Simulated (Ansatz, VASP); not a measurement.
One calculation of SiNi, two programs

INCAR

```
SYSTEM = SiNi
PREC = Accurate
ENCUT = 520
EDIFF = 1E-6
ISMEAR = 0
SIGMA = 0.1
LREAL = .False.
LASPH = .True.
NELM = 100
ALGO = Normal
ISIF = 2
LWAVE = .False.
LCHARG = .False.
GGA = PE
NBANDS = 38
```

Contents of KPOINTS:

```
Automatic mesh
0
Gamma
  4 4 4
  0 0 0
```

POSCAR

```
SiNi
1.0
    4.5036940000      0.0000000000      0.0000000000
    0.0000000000      4.5036940000      0.0000000000
    0.0000000000      0.0000000000      4.5036940000
Si Ni
4 4
Direct
    0.6531700000      0.1531700000      0.3468300000
    0.1531700000      0.3468300000      0.6531700000
    0.3468300000      0.6531700000      0.1531700000
    0.8468300000      0.8468300000      0.8468300000
    0.3504960000      0.8504960000      0.6495040000
    0.8504960000      0.6495040000      0.3504960000
    0.6495040000      0.3504960000      0.8504960000
    0.1495040000      0.1495040000      0.1495040000
```

Input for Ansatz:

```yaml
crystal:
  lattice:
    - [4.503694, 0.0, 0.0]
    - [0.0, 4.503694, 0.0]
    - [0.0, 0.0, 4.503694]
  atoms:
    - { symbol: Si, position: [0.65317, 0.15317, 0.34683] }
    - { symbol: Si, position: [0.15317, 0.34683, 0.65317] }
    - { symbol: Si, position: [0.34683, 0.65317, 0.15317] }
    - { symbol: Si, position: [0.84683, 0.84683, 0.84683] }
    - { symbol: Ni, position: [0.350496, 0.850496, 0.649504] }
    - { symbol: Ni, position: [0.850496, 0.649504, 0.350496] }
    - { symbol: Ni, position: [0.649504, 0.350496, 0.850496] }
    - { symbol: Ni, position: [0.149504, 0.149504, 0.149504] }
basis:
  ecutwfc: 420
kpoints:
  mp_grid: { grid: [4, 4, 4] }
hamiltonian:
  xc: pbe
scf:
  occupations: { method: gaussian, width: 0.1 }
output:
  forces: true
  stress: true
  eigenvalues: true
```

Alike in both runs: task single point; functional PBE; k mesh 4 × 4 × 4; occupations gaussian, width 0.1 eV; no spin polarisation.

```csv
,VASP,Ansatz
version,VASP 6.6.1,Ansatz 0.2.0
potentials or method,"VASP PAW PBE potentials, release 64 (Si, Ni), cutoff 520 eV","scalar-relativistic, plane waves, PAW"
valence electrons in the cell,56,88
```

|  | VASP | Ansatz | Ansatz less VASP |
| --- | --- | --- | --- |
| gap on the k mesh at the Fermi level (eV) | none | none | - |
| pressure (GPa) | 1.9 | 1.9 | 0.00 |
| rms of the force components (eV/Å) | 0.011 | 0.012 | +0.0003 |

Atom by atom the forces differ by 0.002 eV/Å (rms over components). A gap of «none» marks a metal or a gap that the smearing closes. VASP's potentials hold 56 valence electrons a cell and Ansatz's 88, so a difference there can come from the potentials and not from the codes.
